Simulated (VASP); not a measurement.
**GaP: single point with r2SCAN-based global hybrid with 35 % exact exchange**

Crystal: GaP.

```
Ga P
1.0
     0.00000    2.72525    2.72525
     2.72525    0.00000    2.72525
     2.72525    2.72525    0.00000
Ga P
1 1
Cartesian
  0.0000 0.0000 0.0000
  4.0879 4.0879 4.0879
```

```yaml
Program: VASP 6.6.1
Task: single point
Functional: r2SCAN-based global hybrid with 35 % exact exchange
Potentials_or_basis: VASP PAW PBE potentials, release 64 (Ga_d, P)
Cutoff: 520 eV
k_mesh: 5 × 5 × 5
Occupations: fermi-dirac, width 0.05 eV
Spin: no spin polarisation
```

- Pressure: -1.1 GPa
- Band gap on the k mesh: 3.65 eV (least direct gap 4.38 eV)

Levels at points of the mesh, in eV from the valence-band top:
| k point | band 5 | band 6 | band 7 | band 8 | band 9 | band 10 | band 11 | band 12 | band 13 | band 14 |
| --- | --- | --- | --- | --- | --- | --- | --- | --- | --- | --- |
| (0.00, 0.00, 0.00) | -18.36 | -14.63 | 0.00 | 0.00 | 0.00 | 4.38 | 6.26 | 6.26 | 6.26 | 11.60 |

Run time: 24 min on 1 thread of AMD EPYC 7R43 64-Core Processor (Zen 3), on a shared host, peak memory 0.15 GiB.

Caveat: the PAW data sets were made with another functional, which shifts forces and pressure a little; an odd mesh through Γ misses points on the zone boundary, where band edges can lie.
